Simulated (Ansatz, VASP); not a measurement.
**Ta: VASP beside Ansatz**

```xyz
3
Lattice="4.7838 0.0000 0.0000 -2.3919 4.1429 0.0000 0.0000 0.0000 2.6756" Properties=species:S:1:pos:R:3 pbc="T T T"
Ta    4.7838    0.0000    0.0000
Ta    0.0000    2.7619    1.3378
Ta    2.3919    1.3810    1.3378
```

Alike in both runs: task single point; functional r2SCAN; k mesh 9 × 9 × 13; occupations fermi-dirac, width 0.1 eV; no spin polarisation.

|  | VASP | Ansatz |
| --- | --- | --- |
| version | VASP 6.6.1 | Ansatz 0.2.0 |
| potentials or method | VASP PAW PBE potentials, release 64 (Ta_pv), cutoff 520 eV | plane waves (500 eV) with PAW, scalar-relativistic |
| valence electrons in the cell | 33 | 39 |

Ansatz gave:

| Quantity | Value |
| --- | --- |
| pressure (GPa) | 8.4 |
| traceless stress, the component that is largest in VASP (GPa) | 0.27 |

Question: What did VASP give for the same quantities?

Answer: Pressure (GPa): 9.2; traceless stress, the component that is largest in VASP (GPa): 0.33.

VASP's potentials were made for PBE, not for r2SCAN. VASP's potentials hold 33 valence electrons a cell and Ansatz's 39, so a difference there can come from the potentials and not from the codes.

Spin-orbit coupling is off throughout.
